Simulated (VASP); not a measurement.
# Si2B3 (P1) in VASP: single point with PBE

Aim: the single point of Si2B3 with PBE.

Program: VASP 6.6.1. These are calculated values, not measurements. Logs are shortened: lines on timing, memory, paths and dates and some standing lists are left out, and cuts for length are marked.

## (1) The cell of the first run

The typed cell holds 10 atoms: a = 3.165 Å, b = 3.537 Å, c = 11.241 Å, α = 99.30°, β = 87.77°, γ = 120.78°.

## (2) Single point, PBE

Contents of INCAR:

```
SYSTEM = Si2B3
  PREC = Accurate
  ENCUT = 500
  EDIFF = 1E-6
  ISMEAR = 0
  SIGMA = 0.2
  LREAL = .FALSE.
  LASPH = .TRUE.
  NELM = 120
  ALGO = Normal
  ISIF = 2
  LWAVE = .FALSE.
  LCHARG = .FALSE.
  GGA = PE
  NBANDS = 28
  GGA_COMPAT = .FALSE.
```

Contents of KPOINTS:

```
Automatic mesh
0
G
  8 8 2
  0 0 0
```

Contents of POSCAR:

```
Si2B3
1.0
    0.1180817816     -3.1622591340     -0.0427595226
   -3.1041700798      1.6954399891      0.0272211399
    1.8528369620     -0.2180914668    -11.0853644047
Si B
4 6
Direct
    0.8893679702      0.8574921559      0.8338937880
    0.8894624660      0.8575023192      0.3338902405
    0.1571343194      0.2385512826      0.6057291855
    0.1571687781      0.2385873214      0.1057275423
    0.8327891539      0.5865967579      0.5249086701
    0.8326988221      0.5866241043      0.0249061256
    0.2687888711      0.4845677492      0.9409167338
    0.2689853613      0.4846129728      0.4409138340
    0.1827020262      0.4946999059      0.7820594889
    0.1829022116      0.4947653904      0.2820554315
```

Potentials or basis: VASP PAW PBE potentials, release 64 (Si, B).

Run with:

```
$ cat potpaw_PBE.64/Si/POTCAR potpaw_PBE.64/B/POTCAR > POTCAR
$ mpirun -np 1 vasp_std > vasp.out
```

OUTCAR:

```text
SYSTEM = Si2B3
   PREC = Accurate
   ENCUT = 500
   EDIFF = 1E-6
   ISMEAR = 0
   LREAL = .FALSE.
   LASPH = .TRUE.
   NELM = 120
   ISIF = 2
   GGA = PE

 ion  position               nearest neighbor table
   1  0.889  0.857  0.834-   9 1.95   9 1.98   7 2.08   9 2.13   7 2.17   6 2.45   7 2.62   3 2.98
                             4 3.09
   2  0.889  0.858  0.334-  10 1.95  10 1.98   8 2.08  10 2.13   8 2.17   5 2.45   8 2.62   4 2.98
                             3 3.09
   3  0.157  0.239  0.606-   9 2.03   5 2.04   5 2.10   8 2.11   5 2.26   1 2.98   2 3.09
   4  0.157  0.239  0.106-  10 2.03   6 2.04   6 2.10   7 2.11   6 2.26   2 2.98   1 3.09
   5  0.833  0.587  0.525-   8 1.80   8 1.89   3 2.04   3 2.10   3 2.26   2 2.45
   6  0.833  0.587  0.025-   7 1.80   7 1.89   4 2.04   4 2.10   4 2.26   1 2.45
   7  0.269  0.485  0.941-   6 1.80   9 1.83   6 1.89   1 2.08   4 2.11   1 2.17   1 2.62
   8  0.269  0.485  0.441-   5 1.80  10 1.83   5 1.89   2 2.08   3 2.11   2 2.17   2 2.62
   9  0.183  0.495  0.782-   7 1.83   1 1.95   1 1.98   3 2.03   1 2.13
  10  0.183  0.495  0.282-   8 1.83   2 1.95   2 1.98   4 2.03   2 2.13

  LATTYP: Found a triclinic cell.
 ALAT       =     3.3269390090
 B/A-ratio  =     1.0631717365
 C/A-ratio  =     3.3920335133
 COS(alpha) =     0.0089927771
 COS(beta)  =     0.1605531931
 COS(gamma) =     0.5763212450

  Lattice vectors:

 A1 = (  -2.9860882982,  -1.4668191449,  -0.0155383827)
 A2 = (  -3.1041700798,   1.6954399891,   0.0272211399)
 A3 = (  -1.1332513362,  -1.6849106117, -11.1009027874)

Analysis of symmetry for initial positions (statically):
=====================================================================
 Subroutine PRICEL returns:
 Original cell was already a primitive cell.

 Routine SETGRP: Setting up the symmetry group for a
 triclinic supercell.

 Subroutine GETGRP returns: Found  1 space group operations
 (whereof  1 operations were pure point group operations)
 out of a pool of  2 trial point group operations.

The static configuration has the point symmetry C_1 .

Analysis of symmetry for dynamics (positions and initial velocities):
=====================================================================
 Subroutine PRICEL returns:
 Original cell was already a primitive cell.

 Routine SETGRP: Setting up the symmetry group for a
 triclinic supercell.

 Subroutine GETGRP returns: Found  1 space group operations
 (whereof  1 operations were pure point group operations)
 out of a pool of  2 trial point group operations.

The dynamic configuration has the point symmetry C_1 .
[... 124 lines left out ...]
   TEBEG  =    0.0;   TEEND  =   0.0 temperature during run
   PSTRESS=    0.0 pullay stress
   NELECT =      34.0000    total number of electrons
   NUPDOWN=      -1.0000    fix difference up-down
   EMIN   =  10.00;   EMAX   =-10.00  energy-range for DOS
   EFERMI =   0.00;   METHOD = LEGACY
   ISMEAR =     0;   SIGMA  =   0.20  broadening in eV -4-tet -1-fermi 0-gaus
   EFERMI_NEDOS =   21; number of points for ismear=-14 and -15
   IALGO  =     38    algorithm
   IMIX   =      4    mixing-type and parameters
     AMIX     =   0.40;   BMIX     =  1.00
     AMIX_MAG =   1.60;   BMIX_MAG =  1.00
  volume/ion in A,a.u.               =      10.65        71.90
  Fermi-wavevector in a.u.,A,eV,Ry     =   1.118731  2.114095 17.028498  1.251559
  Thomas-Fermi vector in A             =   2.255365
   LORBIT       =      0    0 simple, 1 ext, 2 COOP (PROOUT), +10 PAW based schemes
   GGA     = PE    functional components
   LHFCALC =     F    Hartree Fock is set to
   AEXX    =    0.0000 exact exchange contribution
   IVDW    =     0    specifies the selected vdW correction
   LEPSILON=     F    determine dielectric tensor
   LRPA    =     F    only Hartree local field effects (RPA)
 non-spin polarized calculation
 Gauss-broadening in eV      SIGMA  =   0.20
  energy-cutoff  :      500.00
  volume of cell :      106.54
 maximum number of plane-waves:      2731
   NGX = 11   NGY = 13   NGZ = 41

 number of electron      34.0000000 magnetization

 Free energy of the ion-electron system (eV)
  ---------------------------------------------------
  ext. energy  EPLUGINS =         0.00000000
  ---------------------------------------------------
  free energy    TOTEN  =       -58.27696983 eV

  energy without entropy =      -58.24960336  energy(sigma->0) =      -58.26328660

 E-fermi :   7.7102     XC(G=0): -11.0574

 val. band max:        7.7082726932   @ k =   0.5000   0.2500   0.0000
 cond. band min:       7.8023194548   @ k =   0.1250   0.5000   0.0000
 fundamental gap:      0.0940467616
 Fermi energy:         7.7102379169

 k-point     1 :       0.0000    0.0000    0.0000
  band No.  band energies     occupation
      1      -7.0384      2.00000
      2      -6.5390      2.00000
      3      -5.1353      2.00000
      4      -3.3812      2.00000
      5      -1.5509      2.00000
      6       2.0171      2.00000
[... 733 lines left out ...]
     27      14.5279      0.00000
     28      15.1240      0.00000

 [... further k-points ...]

------------------------ aborting loop because EDIFF is reached ----------------------------------------

  FORCE on cell =-STRESS in cart. coord.  units (eV):
  Direction    XX          YY          ZZ          XY          YZ          ZX
  --------------------------------------------------------------------------------------
  -------------------------------------------------------------------------------------
  Total       -0.1170567      0.0240060     -0.1168647     -0.0817223     -0.0047953     -0.0072458
  in kB       -1.7602755      0.3609974     -1.7573887     -1.2289230     -0.0721109     -0.1089605
  external PRESSURE =      -1.0522223 kB  Pullay stress =       0.0000000 kB

 VOLUME and BASIS-vectors are now :
 -----------------------------------------------------------------------------
  energy-cutoff  :      500.00
  volume of cell :      106.54
      direct lattice vectors                 reciprocal lattice vectors
     0.118081782 -3.162259134 -0.042759523    -0.176347340 -0.322501833 -0.023130315
    -3.104170080  1.695439989  0.027221140    -0.328931603 -0.011542282 -0.054751413
     1.852836962 -0.218091467-11.085364405    -0.000127498  0.001215642 -0.090254259

 POSITION                                       TOTAL-FORCE (eV/Angst)
 -----------------------------------------------------------------------------------
     -1.01171     -1.54045     -9.25870        -0.006827      0.021104     -0.006164
     -1.93816     -1.43169     -3.71599        -0.009250      0.016674     -0.006196
      0.40037     -0.22455     -6.71495        -0.006801      0.000172      0.011004
     -0.52616     -0.11556     -1.17225        -0.005575      0.001156      0.010651
     -0.74999     -1.75343     -5.83845         0.001920      0.006178     -0.003716
     -1.67651     -1.64406     -0.29573         0.001650      0.005241     -0.003844
      0.27092     -0.23363    -10.42871         0.007770     -0.008052     -0.009934
     -0.65562     -0.12513     -4.88600         0.009607     -0.005953     -0.010874
     -0.06503      0.09042     -8.66376         0.003168     -0.020368      0.009941
     -0.99164      0.19895     -3.12104         0.004340     -0.016151      0.009133
 -----------------------------------------------------------------------------------
    total drift:                               -0.000401     -0.000076     -0.000620

  FREE ENERGIE OF THE ION-ELECTRON SYSTEM (eV)
  ---------------------------------------------------
  free  energy   TOTEN  =       -58.2769698334 eV

  energy  without entropy=      -58.2496033595  energy(sigma->0) =      -58.26328660
```

Wall time 3.1 min (1 thread of Intel Xeon Platinum 8259CL at 2.50GHz (Skylake/Cascade Lake), shared host); peak memory 0.3 GiB.

What came out:

- Free energy: -58.2770 eV
- Pressure: -0.1 GPa
- Largest force: 0.023 eV/Å
- Band gap on the k mesh: zero (bands 17 and 18 overlap by 2.97 eV)

Forces on the atoms (eV/Å):
```
Si  -0.007  0.021 -0.006
Si  -0.009  0.017 -0.006
Si  -0.007  0.000  0.011
Si  -0.006  0.001  0.011
B    0.002  0.006 -0.004
B    0.002  0.005 -0.004
B    0.008 -0.008 -0.010
B    0.010 -0.006 -0.011
B    0.003 -0.020  0.010
B    0.004 -0.016  0.009
```

The gap in the log of VASP goes by the Fermi energy; the results here count the filled bands.